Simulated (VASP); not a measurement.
ScAl3N3:

```
Sc Al N
1.0
     4.89615    0.00000    0.00000
    -2.44807    4.24019    0.00000
     0.00000    0.00000    5.46911
Sc Al N
1 3 3
Direct
  0.66667 0.33333 0.50000
  0.33333 0.66667 0.29777
  0.33333 0.66667 0.70223
  0.66667 0.33333 0.00000
  0.17207 0.82793 0.50000
  0.17207 0.34414 0.50000
  0.65586 0.82793 0.50000
```

The cell was generated, and may not be a known phase.

- Program: VASP 6.6.1
- Task: relaxation of cell and atoms
- Functional: PBE
- Potentials or basis: VASP PAW PBE potentials, release 64 (Sc_sv, Al, N)
- Cutoff: 600 eV
- k mesh: 4 × 4 × 3
- Occupations: gaussian, width 0.2 eV
- Spin: no spin polarisation

At the start: pressure 12.7 GPa; volume 16.22 Å³/atom.

Question: Where does the relaxation end?

Answer: Over 11 steps the energy falls by 399.5 meV/atom and the volume is 14.66 Å³/atom (-9.6 %); space group P-6m2 (No. 187, to 0.1 Å) before and after.

Step by step:
```csv
step,energy change (eV),largest force (eV/Å),pressure (GPa),volume (Å³)
1,0.0000,7.6322,12.71,113.54
2,0.5350,2.3091,-18.05,135.56
3,-1.8353,0.3378,-8.71,121.73
4,-1.8571,0.2662,-7.76,121.08
5,-1.8631,0.5355,-6.86,120.50
6,-2.4993,0.7519,-4.33,110.91
7,-2.7465,0.4152,3.76,99.78
8,-2.7806,0.4700,0.69,102.98
9,-2.7819,0.4415,1.21,102.39
10,-2.7862,0.2914,-0.87,102.79
11,-2.7967,0.0476,0.06,102.60
```

Final structure:
```
Sc Al N
1.0
     4.51711    0.00000    0.00000
    -2.25855    3.91193    0.00000
     0.00000    0.00000    5.80646
Sc Al N
1 3 3
Direct
  0.66667 0.33333 0.50000
  0.33333 0.66667 0.25319
  0.33333 0.66667 0.74681
  0.66667 0.33333 0.00000
  0.15753 0.84247 0.50000
  0.15753 0.31506 0.50000
  0.68494 0.84247 0.50000
```

Caveat: the k points lie up to 0.40 Å⁻¹ apart in the final cell, too coarse for converged energies and pressures of a metal; the relaxation stopped at a loose force limit of 0.08 eV/Å, so its end isn't a converged minimum.
